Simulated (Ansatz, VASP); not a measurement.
# NaF in VASP and in Ansatz

```
Na F
1.0
     0.00000    2.38138    2.38138
     2.38138    0.00000    2.38138
     2.38138    2.38138    0.00000
Na F
1 1
Direct
  0.00000 0.00000 0.00000
  0.50000 0.50000 0.50000
```

Change from the starting cell: strain +0.025 along x and y, +0.025 along z, atoms carried along.

Alike in both runs: task single point; functional PBEsol; k mesh 8 × 8 × 8; occupations gaussian, width 0.05 eV; no spin polarisation.

|  | VASP | Ansatz |
| --- | --- | --- |
| version | VASP 6.6.1 | Ansatz 0.2.0 |
| potentials or method | VASP PAW PBE potentials, release 64 (Na_pv, F), cutoff 520 eV | scalar-relativistic, plane waves, PAW |
| valence electrons in the cell | 14 | 16 |

|  | VASP | Ansatz | Ansatz less VASP |
| --- | --- | --- | --- |
| gap on the k mesh at the Fermi level (eV) | 5.76 | 5.78 | +0.018 |
| least direct gap on the mesh (eV) | 5.76 | 5.78 | +0.018 |
| pressure (GPa) | -3.5 | -3.4 | +0.06 |

VASP's potentials were made for PBE, not for PBEsol. The functional is the same, so the differences come from potentials, cutoffs and numerics. VASP's potentials hold 14 valence electrons a cell and Ansatz's 16, so a difference there can come from the potentials and not from the codes.
